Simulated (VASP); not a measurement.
Crystal: Ba3Sr.

```xyz
4
Lattice="0.0000 5.0128 5.0128 5.0128 0.0000 5.0128 5.0128 5.0128 0.0000" Properties=species:S:1:pos:R:3 pbc="T T T"
Ba    2.5064    2.5064    2.5064
Ba    7.5192    7.5192    7.5192
Ba    5.0128    5.0128    5.0128
Sr    0.0000    0.0000    0.0000
```

```yaml
Program: VASP 6.6.1
Task: relaxation of cell and atoms
Functional: PBEsol
Potentials_or_basis: VASP PAW PBE potentials, release 64 (Ba_sv, Sr_sv)
Cutoff: 500 eV
k_mesh: 4 × 4 × 4
Occupations: methfessel-paxton, width 0.1 eV
Spin: no spin polarisation
```

At the start: pressure -0.9 GPa; volume 62.98 Å³/atom.

How do energy, volume and symmetry change on relaxing?

Over 3 steps the energy falls by 17.5 meV/atom and the volume is 57.48 Å³/atom (-8.7 %); space group Fm-3m (No. 225, to 0.1 Å) before and after.

Step by step:
```
step  energy change (eV)  largest force (eV/Å)  pressure (GPa)  volume (Å³)
   1              0.0000                0.0000           -0.91       251.93
   2             -0.0557                0.0000           -0.45       239.05
   3             -0.0701                0.0000           -0.04       229.91
```

Final structure:
```
Ba Sr
1.0
     0.00000    4.86234    4.86234
     4.86234    0.00000    4.86234
     4.86234    4.86234    0.00000
Ba Sr
3 1
Cartesian
  2.4312 2.4312 2.4312
  7.2935 7.2935 7.2935
  4.8623 4.8623 4.8623
  0.0000 0.0000 0.0000
```

Caveat: the PAW data sets were made with another functional, which shifts forces and pressure a little.
